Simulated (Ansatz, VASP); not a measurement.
**Bi in VASP and in Ansatz**

```
Bi
1.0
     4.48900    0.00000    0.00000
    -2.24450    3.88759    0.00000
     0.00000    0.00000   28.00000
Bi
2
Direct
  0.33333 0.66667 0.51980
  0.66667 0.33333 0.48020
```

Alike in both runs: task single point; functional PBE; k mesh 9 × 9 × 1; occupations gaussian, width 0.02 eV; no spin polarisation.

```csv
,VASP,Ansatz
version,VASP 6.6.1,Ansatz 0.2.0
potentials or method,"VASP PAW PBE potentials, release 64 (Bi_d), cutoff 520 eV","scalar-relativistic, plane waves, PAW"
valence electrons in the cell,30,30
```

Ansatz gave:

| Item | Value |
| --- | --- |
| gap on the k mesh at the Fermi level (eV) | 0.19 |
| least direct gap on the mesh (eV) | 0.30 |
| rms of the force components (eV/Å) | 1.835 |

**Question.** Estimate VASP's values.

**Answer.** gap on the k mesh at the Fermi level (eV): 0.17; least direct gap on the mesh (eV): 0.27; rms of the force components (eV/Å): 1.839.

Atom by atom the forces differ by 0.004 eV/Å (rms over components). With one functional, cell and mesh, what is left measures potentials, basis and numerics.

Spin-orbit coupling is off throughout.
